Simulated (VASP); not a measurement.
Set up this calculation in VASP 6.6.1, as the native input.

```
Task                   : single point
Functional             : PBE
Dispersion             : D3(BJ)
Potentials or basis    : VASP PAW PBE potentials, release 64 (Si, As)
Cutoff                 : 520 eV
k mesh                 : 1 × 1 × 1
Occupations            : fermi-dirac, width 0.05 eV
Spin                   : collinear spin, zero start
Dipole correction      : no
Further INCAR settings : LREAL = Auto; ALGO = Normal; EDIFF = 1e-06; NBANDS = 168
```

The structure of Si62As (a cell with a defect) lies in POSCAR:

```
Si62As
1.0
   10.8600000000      0.0000000000      0.0000000000
    0.0000000000     10.8600000000      0.0000000000
    0.0000000000      0.0000000000     10.8600000000
Si As
62 1
Direct
    0.4998720074      0.0006477901     -0.0000356354
    0.6251089319      0.1268375691      0.1233986188
    0.7508914365      0.2534102210     -0.0047430939
    0.8751031308      0.3743467772      0.1242220074
    0.7499305709     -0.0004652855      0.2497874770
    0.8770070902      0.1236610497      0.3739651013
   -0.0009982505     -0.0005517495     -0.0013275322
    0.1255599448      0.1238909761      0.1234695212
    0.2500840700      0.2503410681     -0.0013623389
    0.3746143646      0.3750461326      0.1251802947
    0.5002467772      0.5008656538     -0.0004313076
    0.6243295580      0.6251219153      0.1260713628
    0.7485932781      0.7491851750     -0.0004441068
    0.8743751381      0.8748294659      0.1252139963
    0.2502346225     -0.0007386740      0.2495404236
    0.3763870166      0.1238083794      0.3742155617
    0.5011542357      0.2504523941      0.2498104052
    0.6275541436      0.3745091160      0.3759674033
    0.7502330571      0.4992226519      0.2490386740
    0.8749470534      0.6219124309      0.3759790976
    0.5011983425     -0.0005952118      0.5007996317
    0.6275086556      0.1256223757      0.6248747698
    0.7541520258      0.2489904236      0.4993650092
    0.7502372007     -0.0013024862      0.7495365562
    0.8749164825      0.1256038674      0.8722972376
   -0.0037234807      0.4985220994     -0.0045571823
    0.1227328729      0.6243898711      0.1235019337
    0.2487987109      0.7496421731     -0.0000383057
    0.3745860037      0.8749113260      0.1252465009
    0.0009965930      0.2485208103      0.2479976059
    0.1258231123      0.3725350829      0.3740121547
    0.2499866483      0.4995359116      0.2498110497
    0.3764484346      0.6243182320      0.3770197974
    0.4999182320      0.7496719153      0.2510042357
    0.6252071823      0.8730788214      0.3771429098
    0.0009760589     -0.0023463168      0.4988072744
    0.1257442910      0.1237169429      0.6228086556
    0.2517966851      0.2484267035      0.4987509208
    0.3755023941      0.3743178637      0.6246348066
    0.5043924494      0.4984941068      0.5036035912
    0.6274260589      0.6217909761      0.6343748619
    0.7509059853      0.7449075506      0.5037300184
    0.8751004604      0.8738645488      0.6246798343
    0.2499911602     -0.0004145488      0.7497977901
    0.3764553407      0.1267471455      0.8746388582
    0.5044377532      0.2533751381      0.7488313076
    0.6277158379      0.3841903315      0.8719174954
    0.8658727440      0.6219872007      0.8722941068
   -0.0009688766      0.7483306630      0.2498507366
    0.1256425414      0.8731539595      0.3742285451
    0.0004897790      0.4953629834      0.4994095764
    0.1239265193      0.6219999079      0.6248533149
    0.2500819521      0.7482619705      0.5006838858
    0.3745779926      0.8748564457      0.6253793738
    0.0004441989      0.2490452118      0.7457158379
    0.1239292818      0.3744832413      0.8723453039
    0.2507340700      0.4992041436      0.7495665746
    0.3736875691      0.6250857274      0.8755215470
    0.5001310313      0.7492818600      0.7513044199
    0.6243723757      0.8757091160      0.8754688766
   -0.0036683241      0.7451709945      0.7488578269
    0.1228005525      0.8732263352      0.8747036832
    0.8619687845      0.3874863720      0.6378683241
```

These files were run (other wordings do the same):

INCAR

```
SYSTEM = Si62As
PREC = Accurate
ENCUT = 520
EDIFF = 1E-6
ISMEAR = -1
SIGMA = 0.05
LREAL = Auto
LASPH = .True.
NELM = 150
ALGO = Normal
ISIF = 2
LWAVE = .False.
LCHARG = .False.
ISPIN = 2
MAGMOM = 0 0 0 0 0 0 0 0 0 0 0 0 0 0 0 0 0 0 0 0 0 0 0 0 0 0 0 0 0 0 0 0 0 0 0 0 0 0 0 0 0 0 0 0 0 0 0 0 0 0 0 0 0 0 0 0 0 0 0 0 0 0 0
LORBIT = 11
GGA = PE
IVDW = 12
NBANDS = 168
```

KPOINTS

```
regular mesh
0
Gamma
  1 1 1
  0 0 0
```

Potentials or basis: VASP PAW PBE potentials, release 64 (Si, As).

Command:

```bash
$ cat potpaw_PBE.64/Si/POTCAR potpaw_PBE.64/As/POTCAR > POTCAR
$ mpirun -np 1 vasp_gam > vasp.out
```

It gave:

```json
{"Pressure": "-0.4 GPa", "Largest force": "0.035 eV/Å", "Net moment": "0.00 μB per cell", "Valence electrons inside the program's atomic spheres": "Si 1.70, 1.68, 1.69, 1.67, 1.64 (each value once); As 2.79", "Dispersion energy per atom": "-0.317 eV"}
```

Caveat: the k points lie up to 0.58 Å⁻¹ apart; no moment was typed at the start, so none could form.

It took 11 min on 1 thread of Intel(R) Xeon(R) Platinum 8259CL CPU @ 2.50GHz (Skylake/Cascade Lake), with other jobs on the host, peak memory 1.4 GiB.
